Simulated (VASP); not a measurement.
Here is a VASP 6.6.1 calculation.

Contents of INCAR:

```
PREC     = Accurate       # precision mode
ENCUT    = 520            # plane-wave cutoff, eV
EDIFF    = 1E-7           # SCF threshold, eV
ISMEAR   = -1             # smearing method
SIGMA    = 0.05           # smearing width, eV
LREAL    = F              # projectors in reciprocal space
LASPH    = T              # aspherical terms in the spheres
NELM     = 60             # most SCF steps
ALGO     = Normal         # electronic algorithm
ISIF     = 2              # what is computed and relaxed
LWAVE    = F              # write WAVECAR
LCHARG   = F              # write CHGCAR
GGA      = PS             # functional
NBANDS   = 21             # bands
```

Contents of KPOINTS:

```
regular mesh
0
Gamma
  12 12 7
```

Contents of POSCAR:

```
Pb
1.0
    3.4800006906      0.0000000000      0.0000000000
   -1.7400003453      3.0137690032      0.0000000000
    0.0000000000      0.0000000000      5.4782000000
Pb
2
Direct
    0.3333333333      0.6666666667      0.2500000000
    0.6666666667      0.3333333333      0.7500000000
```

Potentials or basis: VASP PAW PBE potentials, release 64 (Pb_d).

Run with:

```sh
$ cat potpaw_PBE.64/Pb_d/POTCAR > POTCAR
$ mpirun -np 1 vasp_std > vasp.out
```

(1) Predict the band gap on the k mesh.

(2) What does it give for the pressure?

Answers

(1) zero (bands 14 and 15 overlap by 7.67 eV).

(2) 1.8 GPa.

Caveat: the cell differs from its parent crystal (zz strain of -2 %); the PAW data sets were made with another functional, which shifts forces and pressure a little; spin-orbit coupling is left out, which moves the levels of the heavy elements.
